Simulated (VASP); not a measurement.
Here is a VASP 6.6.1 calculation.

File INCAR:

```
  PREC = Accurate
  ENCUT = 520
  EDIFF = 1E-7
  ISMEAR = 0
  SIGMA = 0.1
  LREAL = Auto
  LASPH = True
  NELM = 60
  ALGO = Normal
  ISIF = 2
  LWAVE = False
  LCHARG = False
  LDIPOL = True
  IDIPOL = 3
  DIPOL = 0.5 0.5 0.300
  GGA = PE
  NBANDS = 44
```

File KPOINTS:

```
Automatic mesh
0
Gamma
  5 3 1
```

File POSCAR:

```
Al9H
1.0
    5.7070863106      0.0000000000      0.0000000000
   -1.4267715776      9.7014842380      0.0000000000
    0.0000000000      0.0000000000     22.7903703519
Al H
18 2
Direct
    0.2662216041      0.0648864163      0.1755127248
    0.7662216041      0.0648864163      0.1755127248
    0.3354806058      0.3419224231      0.2192029854
    0.8354806058      0.3419224231      0.2192029854
    0.1493324061      0.5973296244      0.2279410375
    0.6493324061      0.5973296244      0.2279410375
    0.4631842064      0.8527368258      0.2366790896
    0.9631842065      0.8527368258      0.2366790896
    0.0319772093      0.1277109169      0.2808262502
    0.5319772093      0.1277109169      0.2808262502
    0.0997917601      0.4042231294      0.3301071124
    0.5997917601      0.4042231294      0.3301071124
    0.4144000537      0.6596656514      0.3369822081
    0.9144000537      0.6596656514      0.3369822081
    0.2263076916      0.9110819252      0.3449259130
    0.7263076916      0.9110819252      0.3449259130
    0.2962427243      0.1814072004      0.3857054631
    0.7962427243      0.1814072004      0.3857054631
    0.6062643800      0.3777722722      0.4616147166
    0.6062643800      0.4714919451      0.4616147166
```

Potentials or basis: VASP PAW PBE potentials, release 64 (Al, H).

The run is started by

```bash
$ cat potpaw_PBE.64/Al/POTCAR potpaw_PBE.64/H/POTCAR > POTCAR
$ mpirun -np 1 vasp_std > vasp.out
```

**Question.** What does it give for the band gap on the k mesh?

**Answer.** Zero (bands 28 and 29 overlap by 0.73 eV).

**Question.** Predict the largest force.

**Answer.** 3.274 eV/Å.

Forces on the atoms (eV/Å):
```
Al  -0.016  0.137  0.024
Al   0.004  0.146  0.023
Al   0.024  0.039  0.064
Al  -0.013  0.036  0.053
Al   0.002 -0.091  0.037
Al  -0.006 -0.096  0.024
Al  -0.001 -0.090 -0.127
Al   0.005 -0.086 -0.119
Al  -0.001  0.009 -0.002
Al  -0.002  0.016 -0.015
Al   0.010 -0.016  0.005
Al  -0.002 -0.019 -0.077
Al  -0.002 -0.033 -0.001
Al  -0.008 -0.029 -0.008
Al   0.001  0.010 -0.005
Al  -0.004  0.018  0.000
Al   0.005 -0.029 -0.026
Al   0.001 -0.034 -0.020
H   -0.477  3.239  0.059
H    0.480 -3.127  0.111
```
